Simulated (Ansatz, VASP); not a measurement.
## CdF2 in VASP and in Ansatz

The input INCAR:

```
PREC = Accurate ; ENCUT = 520
EDIFF = 1E-7 ; ISMEAR = -1
SIGMA = 0.02 ; LREAL = False
LASPH = True ; NELM = 100
ALGO = Normal ; ISIF = 2
LWAVE = False ; LCHARG = False
GGA = PE ; NBANDS = 20
```

Contents of KPOINTS:

```
regular mesh
0
Gamma
  8 8 8
```

Contents of POSCAR:

```
CdF2
1.0
    0.0000000000      2.6241007332      2.6825809990
    2.6825809990      0.0000000000      2.6825809990
    2.6825809990      2.6241007332      0.0000000000
Cd F
1 2
Direct
    0.0000000000      0.0000000000      0.0000000000
    0.2500000000      0.2500000000      0.2500000000
    0.7500000000      0.7500000000      0.7500000000
```

Input for Ansatz:

```yaml
crystal:
  lattice:
    - [0.0, 2.6241007332, 2.682580999]
    - [2.682580999, 0.0, 2.682580999]
    - [2.682580999, 2.6241007332, 0.0]
  atoms:
    - { symbol: Cd, position: [0.0, 0.0, 0.0] }
    - { symbol: F, position: [0.25, 0.25, 0.25] }
    - { symbol: F, position: [0.75, 0.75, 0.75] }
kpoints:
  mp_grid: { grid: [8, 8, 8] }
  band_path:
    path:
      - [0.0, 0.0, 0.0]
      - [0.5, 0.0, 0.5]
      - [0.625, 0.25, 0.625]
      - [0.375, 0.375, 0.75]
      - [0.5, 0.5, 0.5]
      - [0.5, 0.25, 0.75]
      - [0.229167, -0.270833, -0.5]
    npoints: 1
hamiltonian:
  xc: pbe
scf:
  occupations: { method: fermi_dirac, width: 0.02 }
  n_extra_bands: 4
output:
  forces: true
  stress: true
  eigenvalues: true
```

Change from the starting cell: uniaxial_y strain -2.2%.

Alike in both runs: task single point; functional PBE; k mesh 8 × 8 × 8; occupations fermi-dirac, width 0.02 eV; no spin polarisation.

|  | VASP | Ansatz |
| --- | --- | --- |
| version | VASP 6.6.1 | Ansatz 0.2.0 |
| potentials or method | VASP PAW PBE potentials, release 64 (Cd, F) | plane waves, PAW |
| plane-wave cutoff (eV) | 520 | 420 |
| valence electrons in the cell | 26 | 34 |

```tsv
	VASP	Ansatz	Ansatz less VASP
gap on the k mesh at the Fermi level (eV)	3.17	3.21	+0.035
pressure (GPa)	10.8	9.9	-0.92
traceless stress, the component that is largest in VASP (GPa)	1.63	1.65	+0.025
```

VASP's potentials hold 26 valence electrons a cell and Ansatz's 34, so a difference there can come from the potentials and not from the codes.
